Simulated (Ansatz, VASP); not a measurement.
**One calculation of Ta3AsAu2O13, two programs**

```
Ta As Au O
1.0
     5.88672    0.00000    0.00000
     2.19986    5.91413    0.00000
     1.85109    1.73865    7.56124
Ta As Au O
3 1 2 13
Direct
  0.39605 0.05000 0.58683
  0.95891 0.61806 0.76348
  0.06984 0.27356 0.18903
  0.07072 0.88917 0.02743
  0.21939 0.67567 0.38144
  0.68925 0.45927 0.56874
  0.16689 0.59518 0.16534
  0.86104 0.11514 0.11677
  0.26950 0.96377 0.83676
  0.87527 0.82792 0.92000
  0.70329 0.78261 0.54686
  0.17528 0.40817 0.59350
  0.27798 0.92640 0.17203
  0.64612 0.14878 0.61595
  0.14281 0.39538 0.93941
  0.30048 0.17203 0.35732
  0.19051 0.80386 0.59347
  0.70787 0.47140 0.81379
  0.77878 0.42364 0.31185
```

Alike in both runs: task electric field gradients; functional PBE; k mesh 5 × 5 × 4; occupations fermi-dirac, width 0.05 eV; no spin polarisation.

|  | VASP | Ansatz |
| --- | --- | --- |
| version | VASP 6.6.1 | Ansatz 0.2.0 |
| potentials or method | VASP PAW PBE potentials, release 64 (Ta_pv, As, Au, O) | Ansatz PAW |
| plane-wave cutoff (eV) | 520 | 420 |
| valence electrons in the cell | 138 | 170 |

```tsv
	VASP	Ansatz	Ansatz less VASP
gap on the k mesh at the Fermi level (eV)	1.56	1.60	+0.042
least direct gap on the mesh (eV)	1.60	1.64	+0.039
pressure (GPa)	0.9	0.0	-0.85
traceless stress, the component that is largest in VASP (GPa)	0.13	-0.02	-0.148
rms of the force components (eV/Å)	0.073	0.003	-0.0701
size of Vzz on the site where it differs most (V/Å²)	230.1	126.3	-103.86
```

Atom by atom the forces differ by 0.072 eV/Å (rms over components). One of these differences is far larger than is usual between the two programs; its cause wasn't traced. The functional is the same, so the differences come from potentials, cutoffs and numerics. VASP's potentials hold 138 valence electrons a cell and Ansatz's 170, so a difference there can come from the potentials and not from the codes.

Spin-orbit coupling is off throughout. Noted on Ansatz's run: odd divisions of the mesh miss points on the zone boundary, where band edges often lie, so the gap on the mesh can be too wide.
